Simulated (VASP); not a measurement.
# BAs (Pmmm) in VASP: further runs

BAs is run at these levels: PBE; tasks: single point, relaxation of cell and atoms.

Everything below comes from runs of VASP 6.6.1. Logs are shortened: lines on timing, memory, paths and dates and some standing lists are left out, and cuts for length are marked.

## 1. The cell of the first run

It takes space group Pmmm (No. 47, orthorhombic). Conventional cell: a = 2.967 Å, b = 3.349 Å, c = 7.739 Å, α = 90.00°, β = 90.00°, γ = 90.00°. Within 2.8 Å of B (site symmetry mm2) lie 4 As at 2.01 to 2.02 Å and 1 B at 2.76 Å. Within 2.7 Å of B (site symmetry mmm) lie 4 As at 2.02 Å. As (site symmetry mm2) has 4 B at 2.01 to 2.02 Å and 1 As at 2.76 Å within 2.8 Å. As (site symmetry mmm) has 4 B at 2.02 Å within 2.7 Å.

The cell was built from a structure type or drawn by symmetry, and may not be a known phase.

## 2. Single point, PBE

File INCAR:

```
  ALGO = Normal
  EDIFF = 1E-7
  ENCUT = 520
  GGA = PE
  ISIF = 2
  ISMEAR = 0
  LASPH = True
  LCHARG = True
  LELF = True
  LREAL = False
  LVHAR = True
  LWAVE = False
  NBANDS = 21
  NELM = 80
  PREC = Accurate
  SIGMA = 0.1
```

File KPOINTS:

```
k-points
0
Gamma
  6 6 2
```

File POSCAR:

```
BAs
1.0
    2.9672228100      0.0000000000      0.0000000000
    0.0000000000      3.3493081200      0.0000000000
    0.0000000000      0.0000000000      7.7386263000
B As
3 3
Direct
    0.5000000000      0.5000000000      0.1780484600
    0.5000000000      0.5000000000      0.8219515400
    0.0000000000      0.0000000000      0.5000000000
    0.5000000000      0.0000000000      0.3219515400
    0.0000000000      0.5000000000      0.0000000000
    0.5000000000      0.0000000000      0.6780484600
```

Potentials or basis: VASP PAW PBE potentials, release 64 (B, As).

On the command line:

```
$ cat potpaw_PBE.64/B/POTCAR potpaw_PBE.64/As/POTCAR > POTCAR
$ mpirun -np 1 vasp_std > vasp.out
```

OUTCAR:

```text
EDIFF = 1E-7
   ENCUT = 520
   GGA = PE
   ISIF = 2
   ISMEAR = 0
   LASPH = True
   LREAL = False
   NELM = 80
   PREC = Accurate

 ion  position               nearest neighbor table
   1  0.500  0.500  0.178-   4 2.01   4 2.01   5 2.02   5 2.02
   2  0.500  0.500  0.822-   6 2.01   6 2.01   5 2.02   5 2.02
   3  0.000  0.000  0.500-   4 2.02   6 2.02   4 2.02   6 2.02
   4  0.500  0.000  0.322-   1 2.01   1 2.01   3 2.02   3 2.02   6 2.76
   5  0.000  0.500  0.000-   1 2.02   2 2.02   1 2.02   2 2.02
   6  0.500  0.000  0.678-   2 2.01   2 2.01   3 2.02   3 2.02   4 2.76

  LATTYP: Found a simple orthorhombic cell.
 ALAT       =     2.9672228100
 B/A-ratio  =     1.1287686616
 C/A-ratio  =     2.6080368060

  Lattice vectors:

 A1 = (   2.9672228100,   0.0000000000,   0.0000000000)
 A2 = (   0.0000000000,   3.3493081200,   0.0000000000)
 A3 = (   0.0000000000,   0.0000000000,   7.7386263000)

Analysis of symmetry for initial positions (statically):
=====================================================================
 Subroutine PRICEL returns:
 Original cell was already a primitive cell.

 Routine SETGRP: Setting up the symmetry group for a
 simple orthorhombic supercell.

 Subroutine GETGRP returns: Found  8 space group operations
 (whereof  8 operations were pure point group operations)
 out of a pool of  8 trial point group operations.

The static configuration has the point symmetry D_2h.

Analysis of symmetry for dynamics (positions and initial velocities):
=====================================================================
 Subroutine PRICEL returns:
 Original cell was already a primitive cell.

 Routine SETGRP: Setting up the symmetry group for a
 simple orthorhombic supercell.

 Subroutine GETGRP returns: Found  8 space group operations
 (whereof  8 operations were pure point group operations)
 out of a pool of  8 trial point group operations.

The dynamic configuration has the point symmetry D_2h.

 Subroutine INISYM returns: Found  8 space group operations
 (whereof  8 operations are pure point group operations),
 and found     1 'primitive' translations

----------------------------------------------------------------------------------------

                                     Primitive cell

  volume of cell :      76.9076

  direct lattice vectors                    reciprocal lattice vectors
     2.967222810  0.000000000  0.000000000     0.337015473  0.000000000  0.000000000
     0.000000000  3.349308120  0.000000000     0.000000000  0.298569127  0.000000000
     0.000000000  0.000000000  7.738626300     0.000000000  0.000000000  0.129221901

  length of vectors
     2.967222810  3.349308120  7.738626300     0.337015473  0.298569127  0.129221901

  position of ions in fractional coordinates (direct lattice)
     0.500000000  0.500000000  0.178048460
     0.500000000  0.500000000  0.821951540
     0.000000000  0.000000000  0.500000000
     0.500000000  0.000000000  0.321951540
     0.000000000  0.500000000  0.000000000
     0.500000000  0.000000000  0.678048460

  ion indices of the primitive-cell ions
   primitive index   ion index
                 1           1
                 2           2
                 3           3
                 4           4
                 5           5
                 6           6

----------------------------------------------------------------------------------------

 KPOINTS: k-points

Automatic generation of k-mesh.
 Grid dimensions read from file:
 generate k-points for:    6    6    2

 Generating k-lattice:

  Cartesian coordinates                     Fractional coordinates (reciprocal lattice)
     0.056169246  0.000000000  0.000000000     0.166666667  0.000000000  0.000000000
     0.000000000  0.049761521  0.000000000     0.000000000  0.166666667  0.000000000
     0.000000000  0.000000000  0.064610950     0.000000000  0.000000000  0.500000000

  Length of vectors
     0.056169246  0.049761521  0.064610950

  Shift w.r.t. Gamma in fractional coordinates (k-lattice)
     0.000000000  0.000000000  0.000000000

 Subroutine IBZKPT returns following result:
 ===========================================

 Found     32 irreducible k-points:

 Following reciprocal coordinates:
            Coordinates               Weight
  0.000000  0.000000  0.000000      1.000000
  0.166667  0.000000  0.000000      2.000000
  0.333333  0.000000  0.000000      2.000000
  0.500000  0.000000  0.000000      1.000000
  0.000000  0.166667  0.000000      2.000000
  0.166667  0.166667  0.000000      4.000000
[... 16 lines left out ...]
  0.333333  0.166667  0.500000      4.000000
  0.500000  0.166667  0.500000      2.000000
 [... further k-points ...]
   k-points           NKPTS =     32   k-points in BZ     NKDIM =     32   number of bands    NBANDS=     21
   number of dos      NEDOS =    301   number of ions     NIONS =      6
   total plane-waves  NPLWV =  40320
   dimension x,y,z NGX =    24 NGY =   28 NGZ =   60
   dimension x,y,z NGXF=    48 NGYF=   56 NGZF=  120
   ions per type =               3   3
   NGX,Y,Z   is equivalent  to a cutoff of  13.45, 13.90, 12.89 a.u.
   NGXF,Y,Z  is equivalent  to a cutoff of  26.89, 27.80, 25.78 a.u.
 SYSTEM =  unknown system
   PREC   = accura    normal or accurate (medium, high low for compatibility)
   ISTART =      0    job   : 0-new  1-cont  2-samecut
   ICHARG =      2    charge: 1-file 2-atom 10-const
   ISPIN  =      1    spin polarized calculation?
   LNONCOLLINEAR =      F non collinear calculations
   LSORBIT =      F    spin-orbit coupling
   LASPH  =      T    aspherical Exc in radial PAW
   ENCUT  =  520.0 eV  38.22 Ry    6.18 a.u.   5.52  6.23 14.39*2*pi/ulx,y,z
   NELM   =     80;   NELMIN=  2; NELMDL= -5     # of ELM steps
   EDIFF  = 0.1E-06   stopping-criterion for ELM
   LREAL  =      F    real-space projection
   EDIFFG = 0.1E-05   stopping-criterion for IOM
   NSW    =      0    number of steps for IOM
   IBRION =     -1    ionic relax: 0-MD 1-quasi-New 2-CG
   NFREE  =      0    steps in history (QN), initial steepest desc. (CG)
   ISIF   =      2    stress and relaxation
   ISYM   =      2    0-nonsym 1-usesym 2-fastsym
   POTIM  = 0.5000    time-step for ionic-motion
   TEBEG  =    0.0;   TEEND  =   0.0 temperature during run
   PSTRESS=    0.0 pullay stress
   NELECT =      24.0000    total number of electrons
   NUPDOWN=      -1.0000    fix difference up-down
   EMIN   =  10.00;   EMAX   =-10.00  energy-range for DOS
   EFERMI =   0.00;   METHOD = LEGACY
   ISMEAR =     0;   SIGMA  =   0.10  broadening in eV -4-tet -1-fermi 0-gaus
   EFERMI_NEDOS =   21; number of points for ismear=-14 and -15
   IALGO  =     38    algorithm
   IMIX   =      4    mixing-type and parameters
     AMIX     =   0.40;   BMIX     =  1.00
     AMIX_MAG =   1.60;   BMIX_MAG =  1.00
  volume/ion in A,a.u.               =      12.82        86.50
  Fermi-wavevector in a.u.,A,eV,Ry     =   1.110424  2.098397 16.776550  1.233042
  Thomas-Fermi vector in A             =   2.246975
   LORBIT       =      0    0 simple, 1 ext, 2 COOP (PROOUT), +10 PAW based schemes
   GGA     = PE    functional components
   LHFCALC =     F    Hartree Fock is set to
   AEXX    =    0.0000 exact exchange contribution
   IVDW    =     0    specifies the selected vdW correction
   LEPSILON=     F    determine dielectric tensor
   LRPA    =     F    only Hartree local field effects (RPA)
 non-spin polarized calculation
 Gauss-broadening in eV      SIGMA  =   0.10
  energy-cutoff  :      520.00
  volume of cell :       76.91
 maximum number of plane-waves:      2108
 NGX is ok and might be reduce to    24
   NGX = 11   NGY = 13   NGZ = 29

 number of electron      24.0000000 magnetization

 Free energy of the ion-electron system (eV)
  ---------------------------------------------------
  ext. energy  EPLUGINS =         0.00000000
  ---------------------------------------------------
  free energy    TOTEN  =       -28.84736333 eV

  energy without entropy =      -28.83883747  energy(sigma->0) =      -28.84310040

 E-fermi :   6.9174     XC(G=0): -10.9060

 val. band max:        6.8890080543   @ k =   0.1667   0.0000   0.5000
 cond. band min:       7.0188395025   @ k =   0.0000   0.0000   0.0000
 fundamental gap:      0.1298314482
 Fermi energy:         6.9173875322

 k-point     1 :       0.0000    0.0000    0.0000
  band No.  band energies     occupation
      1      -9.5618      2.00000
      2      -7.5703      2.00000
      3      -7.3464      2.00000
      4      -0.6697      2.00000
      5      -0.6371      2.00000
      6       2.2928      2.00000
[... 13 lines left out ...]
     20      13.0097      0.00000
     21      13.8102      0.00000

 k-point     2 :       0.1667    0.0000    0.0000
  band No.  band energies     occupation
      1      -9.1580      2.00000
      2      -7.1783      2.00000
      3      -6.9410      2.00000
      4      -0.5738      2.00000
      5      -0.2194      2.00000
      6       1.9815      2.00000
[... 13 lines left out ...]
     20      13.4447      0.00000
     21      13.8215      0.00000

 k-point     3 :       0.3333    0.0000    0.0000
  band No.  band energies     occupation
      1      -8.0121      2.00000
      2      -6.1020      2.00000
      3      -5.8176      2.00000
      4      -2.0626      2.00000
      5      -0.1074      2.00000
      6       0.3117      2.00000
[... 13 lines left out ...]
     20      14.1314      0.00000
     21      14.4123      0.00000
[... 457 lines left out ...]
 k-point    23 :       0.3333    0.1667    0.5000
  band No.  band energies     occupation
      1      -7.4108      2.00000
      2      -7.0186      2.00000
      3      -4.3622      2.00000
      4      -1.7049      2.00000
      5      -0.9996      2.00000
      6      -0.9338      2.00000
[... 13 lines left out ...]
     20      12.7262      0.00000
     21      15.2111      0.00000

 k-point    24 :       0.5000    0.1667    0.5000
  band No.  band energies     occupation
      1      -6.5126      2.00000
      2      -5.3765      2.00000
      3      -4.8438      2.00000
      4      -2.7061      2.00000
      5      -1.6779      2.00000
      6      -0.5629      2.00000
[... 13 lines left out ...]
     20      12.9012      0.00000
     21      13.9067      0.00000

 [... further k-points ...]

------------------------ aborting loop because EDIFF is reached ----------------------------------------

  FORCE on cell =-STRESS in cart. coord.  units (eV):
  Direction    XX          YY          ZZ          XY          YZ          ZX
  --------------------------------------------------------------------------------------
  -------------------------------------------------------------------------------------
  Total       17.8999274      2.7095739     13.0390854      0.0000000      0.0000000      0.0000000
  in kB      372.9002863     56.4472060    271.6367819      0.0000000      0.0000000      0.0000000
  external PRESSURE =     233.6614247 kB  Pullay stress =       0.0000000 kB

 VOLUME and BASIS-vectors are now :
 -----------------------------------------------------------------------------
  energy-cutoff  :      520.00
  volume of cell :       76.91
      direct lattice vectors                 reciprocal lattice vectors
     2.967222810  0.000000000  0.000000000     0.337015473  0.000000000  0.000000000
     0.000000000  3.349308120  0.000000000     0.000000000  0.298569127  0.000000000
     0.000000000  0.000000000  7.738626300     0.000000000  0.000000000  0.129221901

 POSITION                                       TOTAL-FORCE (eV/Angst)
 -----------------------------------------------------------------------------------
      1.48361      1.67465      1.37785        -0.000000      0.000000     -0.003524
      1.48361      1.67465      6.36078        -0.000000     -0.000000      0.003524
      0.00000      0.00000      3.86931        -0.000000      0.000000      0.000000
      1.48361      0.00000      2.49146         0.000000     -0.000000      0.022274
      0.00000      1.67465      0.00000        -0.000000      0.000000      0.000000
      1.48361      0.00000      5.24716        -0.000000      0.000000     -0.022274
 -----------------------------------------------------------------------------------
    total drift:                                0.000000      0.000000     -0.000000

  FREE ENERGIE OF THE ION-ELECTRON SYSTEM (eV)
  ---------------------------------------------------
  free  energy   TOTEN  =       -28.8473633299 eV

  energy  without entropy=      -28.8388374708  energy(sigma->0) =      -28.84310040
```

Wall time 92 s (1 thread of AMD EPYC 7R13, shared host); peak memory 0.18 GiB.

What came out:

| Item | Value |
| --- | --- |
| Free energy | -28.8474 eV |
| Pressure | 23.4 GPa |
| Largest force | 0.022 eV/Å |
| Band gap on the k mesh | zero (bands 12 and 13 overlap by 2.45 eV) |

Forces in eV/Å, atoms in the order of the input:
```
B    0.000  0.000 -0.004
B    0.000  0.000  0.004
B    0.000  0.000  0.000
As   0.000  0.000  0.022
As   0.000  0.000  0.000
As   0.000  0.000 -0.022
```

Stress tensor (GPa, compression positive):
```
37.29  0.00  0.00
 0.00  5.64  0.00
 0.00  0.00 27.16
```

Levels at points of the mesh, in eV from the Fermi level:
```
           k point  band 8  band 9  band 10  band 11  band 12  band 13  band 14  band 15  band 16  band 17
(0.00, 0.00, 0.00)   -2.76   -1.16    -0.94    -0.76     0.10     0.80     1.97     3.23     3.57     4.21
(0.50, 0.00, 0.00)   -4.22   -3.25    -2.71    -2.16    -0.06     1.54     2.14     2.81     3.44     4.35
(0.00, 0.50, 0.00)   -3.91   -2.83    -1.68    -1.64    -1.22     2.06     3.01     4.91     5.27     6.41
(0.50, 0.50, 0.00)   -6.36   -6.19    -5.63    -3.09    -1.91    -0.85    -0.45     2.70     2.82     2.89
(0.00, 0.00, 0.50)   -3.59   -2.32    -2.05     0.99     1.19     1.24     1.36     1.84     3.03     3.38
(0.50, 0.00, 0.50)   -5.78   -2.48    -2.43    -0.04     0.12     1.75     1.87     2.12     2.83     3.68
(0.00, 0.50, 0.50)   -5.45   -1.64    -1.21    -0.74    -0.15     2.04     2.97     4.44     4.54     5.34
(0.50, 0.50, 0.50)   -6.11   -5.71    -5.71    -2.57    -1.85    -1.26    -1.19     0.85     0.94     4.61
```

Caveat: the k points lie up to 0.41 Å⁻¹ apart, too coarse for converged energies and pressures of a metal.

## 3. Single point, PBE

This run uses another cell than the first one, of 14.56 Å³/atom.

File INCAR:

```
PREC     = Accurate       # precision mode
ENCUT    = 520            # plane-wave cutoff, eV
EDIFF    = 1E-6           # SCF threshold, eV
ISMEAR   = 0              # smearing method
SIGMA    = 0.1            # smearing width, eV
LREAL    = F              # projectors in reciprocal space
LASPH    = T              # aspherical terms in the spheres
NELM     = 100            # most SCF steps
ALGO     = Normal         # electronic algorithm
ISIF     = 2              # what is computed and relaxed
LWAVE    = F              # write WAVECAR
LCHARG   = F              # write CHGCAR
GGA      = PE             # functional
NBANDS   = 21             # bands
```

File KPOINTS:

```
Automatic mesh
0
Gamma
  6 6 2
```

File POSCAR:

```
BAs
1.0
    3.2351661203      0.0000000000      0.0000000000
    0.0000000000      3.2759485489      0.0000000000
    0.0000000000      0.0000000000      8.2451996624
B As
3 3
Direct
    0.5000000000      0.5000000000      0.1752739000
    0.5000000000      0.5000000000      0.8247261000
    0.0000000000      0.0000000000      0.5000000000
    0.5000000000      0.0000000000      0.3244666788
    0.0000000000      0.5000000000      0.0000000000
    0.5000000000      0.0000000000      0.6755333212
```

Potentials or basis: VASP PAW PBE potentials, release 64 (B, As).

On the command line:

```
$ cat potpaw_PBE.64/B/POTCAR potpaw_PBE.64/As/POTCAR > POTCAR
$ mpirun -np 1 vasp_std > vasp.out
```

Wall time 59 s (1 thread of AMD EPYC 7R13, shared host); peak memory 0.18 GiB.

It converged, with:

* Free energy: -29.9964 eV
* Pressure: 0.5 GPa
* Largest force: 0.026 eV/Å
* Band gap on the k mesh: zero (bands 12 and 13 overlap by 2.96 eV)

Forces in eV/Å, atoms in the order of the input:
```
B    0.000  0.000 -0.008
B    0.000  0.000  0.008
B    0.000  0.000  0.000
As   0.000  0.000  0.026
As   0.000  0.000  0.000
As   0.000  0.000 -0.026
```

Stress tensor (GPa, compression positive):
```
0.41 0.00 0.00
0.00 0.43 0.00
0.00 0.00 0.79
```

Levels at points of the mesh, in eV from the Fermi level:
```
           k point  band 8  band 9  band 10  band 11  band 12  band 13  band 14  band 15  band 16  band 17
(0.00, 0.00, 0.00)   -1.76   -1.18    -1.04    -0.38     0.61     1.83     2.50     2.60     3.48     3.80
(0.50, 0.00, 0.00)   -3.46   -3.33    -1.51    -1.10    -0.27     2.27     2.47     2.82     4.36     5.06
(0.00, 0.50, 0.00)   -3.27   -2.83    -1.53    -1.46    -1.31     1.90     2.28     3.31     3.98     5.26
(0.50, 0.50, 0.00)   -5.50   -4.80    -4.38    -2.93    -1.38    -0.99    -0.38     2.55     2.70     2.72
(0.00, 0.00, 0.50)   -2.39   -2.37    -2.30     1.52     1.95     2.00     2.06     2.22     2.79     3.06
(0.50, 0.00, 0.50)   -4.97   -1.34    -1.29    -0.39    -0.16     2.05     2.32     2.69     2.75     4.51
(0.00, 0.50, 0.50)   -4.48   -1.53    -1.31    -0.88    -0.13     1.89     2.25     2.80     3.09     5.25
(0.50, 0.50, 0.50)   -5.15   -4.99    -4.45    -2.51    -1.75    -1.01    -0.89     1.27     1.36     4.33
```

Caveat: the k points lie up to 0.38 Å⁻¹ apart, too coarse for converged energies and pressures of a metal.

[end of part 1 of 2]
